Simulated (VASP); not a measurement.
Set up this calculation in VASP 6.6.1, as the native input.

```
Task                   : single point
Functional             : LDA
Potentials or basis    : VASP PAW LDA potentials, release 64 (Si)
Cutoff                 : 520 eV
k mesh                 : 8 × 8 × 8
Occupations            : fermi-dirac, width 0.05 eV
Spin                   : no spin polarisation
Dipole correction      : no
Further INCAR settings : ALGO = Normal; EDIFF = 1e-06; NBANDS = 11
```

The structure of Si lies in POSCAR:

```
Si
1.0
    0.0000000000      2.7003660774      2.7003660774
    2.7003660774      0.0000000000      2.7003660774
    2.7003660774      2.7003660774      0.0000000000
Si
2
Direct
    0.5000000000      0.5000000000      0.5000000000
    0.7500000000      0.7500000000      0.7500000000
```

The input as run:

INCAR

```
SYSTEM = Si
ALGO = Normal
EDIFF = 1E-6
ENCUT = 520
GGA = CA
ISIF = 2
ISMEAR = -1
LASPH = .TRUE.
LCHARG = .FALSE.
LREAL = .FALSE.
LWAVE = .FALSE.
NBANDS = 11
NELM = 60
PREC = Accurate
SIGMA = 0.05
```

KPOINTS

```
k-points
0
G
  8 8 8
  0 0 0
```

Potentials or basis: VASP PAW LDA potentials, release 64 (Si).

Run with:

```console
$ cat potpaw_LDA.64/Si/POTCAR > POTCAR
$ mpirun -np 1 vasp_std > vasp.out
```

Results of the run:

```json
{
  "Pressure": "0.1 GPa",
  "Band gap on the k mesh": "0.49 eV, indirect (least direct gap 2.53 eV)"
}
```

Run time: 10 s on 1 thread of AMD EPYC 7R43 64-Core Processor (Zen 3), with other jobs on the host, peak memory 0.1 GiB.
